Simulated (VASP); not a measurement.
# ZnO (P4_2/mnm) in VASP: notebook

ZnO is run at these levels: r2SCAN, PBE; tasks: single point.

Program: VASP 6.6.1. These are calculated values, not measurements. Logs are shortened: lines on timing, memory, paths and dates and some standing lists are left out, and cuts for length are marked.

**1. The cell of the first run**

The structure is tetragonal, space group P4_2/mnm (No. 136). Conventional cell: a = 5.513 Å, b = 5.513 Å, c = 3.249 Å, α = 90.00°, β = 90.00°, γ = 90.00°. Zn (site symmetry m2m) has 4 O at 1.94 to 2.01 Å within 2.6 Å. Within 2.6 Å of O (site symmetry m2m) lie 4 Zn at 1.94 to 2.01 Å.

**2. Single point, r2SCAN**

The input, POSCAR:

```
ZnO
1.0
    5.5131264369      0.0000000000      0.0000000000
    0.0000000000      5.5131264369      0.0000000000
    0.0000000000      0.0000000000      3.2487916803
Zn O
4 4
Direct
    0.1817941311      0.1817941311      0.5000000000
    0.8182058689      0.8182058689      0.5000000000
    0.6817941311      0.3182058689      0.0000000000
    0.3182058689      0.6817941311      0.0000000000
    0.8174782617      0.1825217383      0.5000000000
    0.1825217383      0.8174782617      0.5000000000
    0.6825217383      0.6825217383      0.0000000000
    0.3174782617      0.3174782617      0.0000000000
```

The input, INCAR.step1:

```
SYSTEM = ZnO
ALGO     = Normal         ! electronic algorithm
EDIFF    = 1E-4           ! SCF threshold, eV
ENCUT    = 520            ! plane-wave cutoff, eV
GGA      = PE             ! functional
ISMEAR   = -1             ! smearing method
LASPH    = .True.         ! aspherical terms in the spheres
LCHARG   = .False.        ! write CHGCAR
LREAL    = .False.        ! projectors in reciprocal space
LWAVE    = .True.         ! write WAVECAR
NBANDS   = 46             ! bands
NELM     = 60             ! most SCF steps
PREC     = Accurate       ! precision mode
SIGMA    = 0.02           ! smearing width, eV
```

The input, INCAR.step2:

```
SYSTEM = ZnO
ALGO     = Normal         ! electronic algorithm
EDIFF    = 1E-6           ! SCF threshold, eV
ENCUT    = 520            ! plane-wave cutoff, eV
ISIF     = 2              ! what is computed and relaxed
ISMEAR   = -1             ! smearing method
ISTART   = 1            
LASPH    = .True.         ! aspherical terms in the spheres
LCHARG   = .False.        ! write CHGCAR
LMIXTAU  = .True.       
LREAL    = .False.        ! projectors in reciprocal space
LWAVE    = .False.        ! write WAVECAR
METAGGA  = R2SCAN         ! meta-GGA
NBANDS   = 46             ! bands
NELM     = 60             ! most SCF steps
PREC     = Accurate       ! precision mode
SIGMA    = 0.02           ! smearing width, eV
```

The input, KPOINTS:

```
k-points
0
Gamma
  4 4 8
  0 0 0
```

Potentials or basis: VASP PAW PBE potentials, release 64 (Zn, O).

Run with:

```sh
$ cat potpaw_PBE.64/Zn/POTCAR potpaw_PBE.64/O/POTCAR > POTCAR
$ cp INCAR.step1 INCAR
$ mpirun -np 1 vasp_std > vasp.out
$ cp INCAR.step2 INCAR
$ mpirun -np 1 vasp_std > vasp.out
```

OUTCAR:

```text
SYSTEM = ZnO
   EDIFF = 1E-6
   ENCUT = 520
   ISIF = 2
   ISMEAR = -1
   ISTART = 1
   LASPH = .True.
   LREAL = .False.
   METAGGA = R2SCAN
   NELM = 60
   PREC = Accurate

 ion  position               nearest neighbor table
   1  0.182  0.182  0.500-   8 1.94   8 1.94   5 2.01   6 2.01   2 2.83
   2  0.818  0.818  0.500-   7 1.94   7 1.94   5 2.01   6 2.01   1 2.83
   3  0.682  0.318  0.000-   5 1.94   5 1.94   8 2.01   7 2.01   4 2.83
   4  0.318  0.682  0.000-   6 1.94   6 1.94   8 2.01   7 2.01   3 2.83
   5  0.817  0.183  0.500-   3 1.94   3 1.94   1 2.01   2 2.01
   6  0.183  0.817  0.500-   4 1.94   4 1.94   1 2.01   2 2.01
   7  0.683  0.683  0.000-   2 1.94   2 1.94   4 2.01   3 2.01
   8  0.317  0.317  0.000-   1 1.94   1 1.94   4 2.01   3 2.01

  LATTYP: Found a simple tetragonal cell.
 ALAT       =     5.5131264369
 C/A-ratio  =     0.5892829989

  Lattice vectors:

 A1 = (   5.5131264369,   0.0000000000,   0.0000000000)
 A2 = (   0.0000000000,   5.5131264369,   0.0000000000)
 A3 = (   0.0000000000,   0.0000000000,   3.2487916803)

Analysis of symmetry for initial positions (statically):
=====================================================================
 Subroutine PRICEL returns:
 Original cell was already a primitive cell.

 Routine SETGRP: Setting up the symmetry group for a
 simple tetragonal supercell.

 Subroutine GETGRP returns: Found 16 space group operations
 (whereof  8 operations were pure point group operations)
 out of a pool of 16 trial point group operations.

The static configuration has the point symmetry D_2h.
 The point group associated with its full space group is D_4h.

Analysis of symmetry for dynamics (positions and initial velocities):
=====================================================================
 Subroutine PRICEL returns:
 Original cell was already a primitive cell.

 Routine SETGRP: Setting up the symmetry group for a
 simple tetragonal supercell.

 Subroutine GETGRP returns: Found 16 space group operations
 (whereof  8 operations were pure point group operations)
 out of a pool of 16 trial point group operations.

The dynamic configuration has the point symmetry D_2h.
 The point group associated with its full space group is D_4h.

 Subroutine INISYM returns: Found 16 space group operations
 (whereof  8 operations are pure point group operations),
 and found     1 'primitive' translations

----------------------------------------------------------------------------------------

                                     Primitive cell

  volume of cell :      98.7456

  direct lattice vectors                    reciprocal lattice vectors
     5.513126437  0.000000000  0.000000000     0.181385283  0.000000000  0.000000000
     0.000000000  5.513126437  0.000000000     0.000000000  0.181385283  0.000000000
     0.000000000  0.000000000  3.248791680     0.000000000  0.000000000  0.307806747

  length of vectors
     5.513126437  5.513126437  3.248791680     0.181385283  0.181385283  0.307806747

  position of ions in fractional coordinates (direct lattice)
     0.181794131  0.181794131  0.500000000
     0.818205869  0.818205869  0.500000000
     0.681794131  0.318205869  0.000000000
     0.318205869  0.681794131  0.000000000
     0.817478262  0.182521738  0.500000000
     0.182521738  0.817478262  0.500000000
     0.682521738  0.682521738  0.000000000
     0.317478262  0.317478262  0.000000000

  ion indices of the primitive-cell ions
   primitive index   ion index
                 1           1
                 2           2
                 3           3
                 4           4
                 5           5
                 6           6
                 7           7
                 8           8

----------------------------------------------------------------------------------------

 KPOINTS: k-points

Automatic generation of k-mesh.
 Grid dimensions read from file:
 generate k-points for:    4    4    8

 Generating k-lattice:

  Cartesian coordinates                     Fractional coordinates (reciprocal lattice)
     0.045346321  0.000000000  0.000000000     0.250000000  0.000000000  0.000000000
     0.000000000  0.045346321  0.000000000     0.000000000  0.250000000  0.000000000
     0.000000000  0.000000000  0.038475843     0.000000000  0.000000000  0.125000000

  Length of vectors
     0.045346321  0.045346321  0.038475843

  Shift w.r.t. Gamma in fractional coordinates (k-lattice)
     0.000000000  0.000000000  0.000000000

 Subroutine IBZKPT returns following result:
 ===========================================

 Found     30 irreducible k-points:

 Following reciprocal coordinates:
            Coordinates               Weight
  0.000000  0.000000  0.000000      1.000000
  0.250000  0.000000  0.000000      4.000000
  0.500000  0.000000  0.000000      2.000000
  0.250000  0.250000  0.000000      4.000000
  0.500000  0.250000  0.000000      4.000000
  0.500000  0.500000  0.000000      1.000000
[... 16 lines left out ...]
  0.500000  0.250000  0.375000      8.000000
  0.500000  0.500000  0.375000      2.000000
 [... further k-points ...]
   k-points           NKPTS =     30   k-points in BZ     NKDIM =     30   number of bands    NBANDS=     46
   number of dos      NEDOS =    301   number of ions     NIONS =      8
   total plane-waves  NPLWV =  42336
   dimension x,y,z NGX =    42 NGY =   42 NGZ =   24
   dimension x,y,z NGXF=    84 NGYF=   84 NGZF=   48
   ions per type =               4   4
   NGX,Y,Z   is equivalent  to a cutoff of  12.66, 12.66, 12.28 a.u.
   NGXF,Y,Z  is equivalent  to a cutoff of  25.33, 25.33, 24.56 a.u.
 SYSTEM =  ZnO
   PREC   = accura    normal or accurate (medium, high low for compatibility)
   ISTART =      1    job   : 0-new  1-cont  2-samecut
   ICHARG =      0    charge: 1-file 2-atom 10-const
   ISPIN  =      1    spin polarized calculation?
   LNONCOLLINEAR =      F non collinear calculations
   LSORBIT =      F    spin-orbit coupling
   LASPH  =      T    aspherical Exc in radial PAW
   ENCUT  =  520.0 eV  38.22 Ry    6.18 a.u.  10.25 10.25  6.04*2*pi/ulx,y,z
   NELM   =     60;   NELMIN=  2; NELMDL=  0     # of ELM steps
   EDIFF  = 0.1E-05   stopping-criterion for ELM
   LREAL  =      F    real-space projection
   EDIFFG = 0.1E-04   stopping-criterion for IOM
   NSW    =      0    number of steps for IOM
   IBRION =     -1    ionic relax: 0-MD 1-quasi-New 2-CG
   NFREE  =      0    steps in history (QN), initial steepest desc. (CG)
   ISIF   =      2    stress and relaxation
   ISYM   =      2    0-nonsym 1-usesym 2-fastsym
   POTIM  = 0.5000    time-step for ionic-motion
   TEBEG  =    0.0;   TEEND  =   0.0 temperature during run
   PSTRESS=    0.0 pullay stress
   NELECT =      72.0000    total number of electrons
   NUPDOWN=      -1.0000    fix difference up-down
   EMIN   =  10.00;   EMAX   =-10.00  energy-range for DOS
   EFERMI =   0.00;   METHOD = LEGACY
   ISMEAR =    -1;   SIGMA  =   0.02  broadening in eV -4-tet -1-fermi 0-gaus
   EFERMI_NEDOS =   21; number of points for ismear=-14 and -15
   IALGO  =     38    algorithm
   IMIX   =      4    mixing-type and parameters
     AMIX     =   0.40;   BMIX     =  1.00
     AMIX_MAG =   1.60;   BMIX_MAG =  1.00
  volume/ion in A,a.u.               =      12.34        83.30
  Fermi-wavevector in a.u.,A,eV,Ry     =   1.473487  2.784487 29.540492  2.171165
  Thomas-Fermi vector in A             =   2.588374
   LORBIT       =      0    0 simple, 1 ext, 2 COOP (PROOUT), +10 PAW based schemes
   METAGGA = R2SCAN    functional components
   LHFCALC =     F    Hartree Fock is set to
   AEXX    =    0.0000 exact exchange contribution
   IVDW    =     0    specifies the selected vdW correction
   LEPSILON=     F    determine dielectric tensor
   LRPA    =     F    only Hartree local field effects (RPA)
 non-spin polarized calculation
  energy-cutoff  :      520.00
  volume of cell :       98.75
 maximum number of plane-waves:      2684
 NGX is ok and might be reduce to    42
   NGX = 21   NGY = 21   NGZ = 13

 number of electron      71.9999997 magnetization

 Free energy of the ion-electron system (eV)
  ---------------------------------------------------
  ext. energy  EPLUGINS =         0.00000000
  ---------------------------------------------------
  free energy    TOTEN  =       -72.37184123 eV

  energy without entropy =      -72.37184123  energy(sigma->0) =      -72.37184123

 E-fermi :   1.0807     XC(G=0): -11.3879

 val. band max:        0.7010584980   @ k =   0.0000   0.0000   0.0000
 cond. band min:       1.9058204593   @ k =   0.0000   0.0000   0.0000
 fundamental gap:      1.2047619613
 Fermi energy:         1.0807271954

 k-point     1 :       0.0000    0.0000    0.0000
  band No.  band energies     occupation
      1     -18.4665      2.00000
      2     -17.7806      2.00000
      3     -17.7806      2.00000
      4     -17.6980      2.00000
      5      -5.7484      2.00000
      6      -5.5543      2.00000
[... 38 lines left out ...]
     45      11.7622      0.00000
     46      13.7658      0.00000

 k-point     2 :       0.2500    0.0000    0.0000
  band No.  band energies     occupation
      1     -18.3855      2.00000
      2     -17.9328      2.00000
      3     -17.7508      2.00000
      4     -17.6602      2.00000
      5      -5.7406      2.00000
      6      -5.5982      2.00000
[... 38 lines left out ...]
     45      12.3577      0.00000
     46      13.0413      0.00000

 k-point     3 :       0.5000    0.0000    0.0000
  band No.  band energies     occupation
      1     -18.1774      2.00000
      2     -18.1774      2.00000
      3     -17.6890      2.00000
      4     -17.6890      2.00000
      5      -5.6850      2.00000
      6      -5.6850      2.00000
[... 1018 lines left out ...]
     45      11.0163      0.00000
     46      11.0163      0.00000

 k-point    24 :       0.5000    0.5000    0.3750
  band No.  band energies     occupation
      1     -17.8639      2.00000
      2     -17.8639      2.00000
      3     -17.6245      2.00000
      4     -17.6245      2.00000
      5      -5.6083      2.00000
      6      -5.6083      2.00000
[... 38 lines left out ...]
     45      11.8364      0.00000
     46      11.8364      0.00000

 [... further k-points ...]

------------------------ aborting loop because EDIFF is reached ----------------------------------------

  FORCE on cell =-STRESS in cart. coord.  units (eV):
  Direction    XX          YY          ZZ          XY          YZ          ZX
  --------------------------------------------------------------------------------------
  -------------------------------------------------------------------------------------
  Total        0.5489900      0.5489900      0.7441810      0.0000000      0.0000000      0.0000000
  in kB        8.9075286      8.9075286     12.0745618      0.0000000      0.0000000      0.0000000
  external PRESSURE =       9.9632063 kB  Pullay stress =       0.0000000 kB

 VOLUME and BASIS-vectors are now :
 -----------------------------------------------------------------------------
  energy-cutoff  :      520.00
  volume of cell :       98.75
      direct lattice vectors                 reciprocal lattice vectors
     5.513126437  0.000000000  0.000000000     0.181385283  0.000000000  0.000000000
     0.000000000  5.513126437  0.000000000     0.000000000  0.181385283  0.000000000
     0.000000000  0.000000000  3.248791680     0.000000000  0.000000000  0.307806747

 POSITION                                       TOTAL-FORCE (eV/Angst)
 -----------------------------------------------------------------------------------
      1.00225      1.00225      1.62440        -0.024834     -0.024834     -0.000000
      4.51087      4.51087      1.62440         0.024834      0.024834      0.000000
      3.75882      1.75431      0.00000        -0.024834      0.024834      0.000000
      1.75431      3.75882      0.00000         0.024834     -0.024834     -0.000000
      4.50686      1.00627      1.62440        -0.006513      0.006513      0.000000
      1.00627      4.50686      1.62440         0.006513     -0.006513     -0.000000
      3.76283      3.76283      0.00000         0.006513      0.006513      0.000000
      1.75030      1.75030      0.00000        -0.006513     -0.006513     -0.000000
 -----------------------------------------------------------------------------------
    total drift:                               -0.000000      0.000000     -0.000000

  FREE ENERGIE OF THE ION-ELECTRON SYSTEM (eV)
  ---------------------------------------------------
  free  energy   TOTEN  =       -72.3718412308 eV

  energy  without entropy=      -72.3718412307  energy(sigma->0) =      -72.37184123
```

It took 3.2 min on 1 thread of Intel Xeon 6975P-C (Granite Rapids), shared host; peak memory 0.26 GiB.

What came out:

* Free energy: -72.3718 eV
* Pressure: 1.0 GPa
* Largest force: 0.035 eV/Å
* Band gap on the k mesh: 1.20 eV

Forces on the atoms (eV/Å):
```
Zn  -0.025 -0.025  0.000
Zn   0.025  0.025  0.000
Zn  -0.025  0.025  0.000
Zn   0.025 -0.025  0.000
O   -0.007  0.007  0.000
O    0.007 -0.007  0.000
O    0.007  0.007  0.000
O   -0.007 -0.007  0.000
```

Stress tensor (GPa, compression positive):
```
0.89 0.00 0.00
0.00 0.89 0.00
0.00 0.00 1.21
```

Caveat: the PAW data sets were made with another functional, which shifts forces and pressure a little.

**3. Single point, PBE**

The input, INCAR:

```
ALGO = Normal
EDIFF = 1E-7
ENCUT = 520
GGA = PE
ISIF = 2
ISMEAR = -1
LASPH = True
LCHARG = False
LREAL = False
LWAVE = False
NBANDS = 46
NELM = 60
PREC = Accurate
SIGMA = 0.02
```

The input, KPOINTS:

```
k-points
0
Gamma
  6 6 8
```

POSCAR is that of step 2.

Potentials or basis: VASP PAW PBE potentials, release 64 (Zn, O).

Run with:

```sh
$ cat potpaw_PBE.64/Zn/POTCAR potpaw_PBE.64/O/POTCAR > POTCAR
$ mpirun -np 1 vasp_std > vasp.out
```

Wall time 1.8 min (1 thread of Intel Xeon 6975P-C (Granite Rapids), shared host); peak memory 0.3 GiB.

Results (log left out):

- Free energy: -35.4322 eV
- Pressure: 6.8 GPa
- Largest force: 0.045 eV/Å
- Band gap on the k mesh: 0.80 eV

Forces in eV/Å, atoms in the order of the input:
```
Zn   0.032  0.032  0.000
Zn  -0.032 -0.032  0.000
Zn   0.032 -0.032  0.000
Zn  -0.032  0.032  0.000
O   -0.012  0.012  0.000
O    0.012 -0.012  0.000
O    0.012  0.012  0.000
O   -0.012 -0.012  0.000
```

Stress tensor (GPa, compression positive):
```
6.60 0.00 0.00
0.00 6.60 0.00
0.00 0.00 7.22
```

Levels at points of the mesh, in eV from the valence-band top:
```tsv
k point	band 34	band 35	band 36	band 37	band 38	band 39
(0.00, 0.00, 0.00)	-0.19	-0.19	0.00	0.80	5.28	5.28
(0.50, 0.00, 0.00)	-0.50	-0.43	-0.43	3.22	3.22	6.13
(0.50, 0.50, 0.00)	-0.87	-0.77	-0.77	4.29	4.29	4.67
(0.00, 0.00, 0.50)	-1.81	-1.32	-1.32	5.86	5.86	8.01
(0.50, 0.00, 0.50)	-1.59	-1.06	-1.06	5.95	5.95	6.80
(0.50, 0.50, 0.50)	-1.38	-1.35	-1.35	5.53	5.53	5.97
```

Caveat: the cell stands under pressure.
